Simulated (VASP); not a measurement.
Wanted: the native input for a VASP 6.6.1 run.

| Property | Result |
| --- | --- |
| Task | single point |
| Functional | LDA |
| Potentials or basis | VASP PAW LDA potentials, release 64 (Hf_pv) |
| Cutoff | 520 eV |
| k mesh | 12 × 12 × 7 |
| Occupations | gaussian, width 0.6 eV |
| Spin | no spin polarisation |
| Dipole correction | no |
| Further INCAR settings | ALGO = Normal; EDIFF = 1e-07; NBANDS = 17 |

The structure of Hf lies in POSCAR:

```
Hf
1.0
    3.1183974891      0.0000000000      0.0000000000
   -1.5591987445      2.7006114446      0.0000000000
    0.0000000000      0.0000000000      4.9475473504
Hf
2
Direct
    0.3333333333      0.6666666667      0.2500000000
    0.6666666667      0.3333333333      0.7500000000
```

The input as run:

INCAR

```
PREC = Accurate
ENCUT = 520
EDIFF = 1E-7
ISMEAR = 0
SIGMA = 0.6
LREAL = False
LASPH = True
NELM = 100
ALGO = Normal
ISIF = 2
LWAVE = False
LCHARG = True
GGA = CA
LELF = True
LVHAR = True
NBANDS = 17
```

KPOINTS

```
regular mesh
0
Gamma
  12 12 7
```

Potentials or basis: VASP PAW LDA potentials, release 64 (Hf_pv).

Launch:

```console
$ cat potpaw_LDA.64/Hf_pv/POTCAR > POTCAR
$ mpirun -np 1 vasp_std > vasp.out
```

It gave:

```yaml
Pressure: 0.6 GPa
Band_gap_on_the_k_mesh: zero (bands 10 and 11 overlap by 1.40 eV)
```

Caveat: so wide a smearing shifts energies and pressures; spin-orbit coupling is left out, which moves the levels of the heavy elements.

Run time: 20 s on 1 thread of Intel(R) Xeon(R) Platinum 8488C (Sapphire Rapids), on a shared host, peak memory 0.17 GiB.
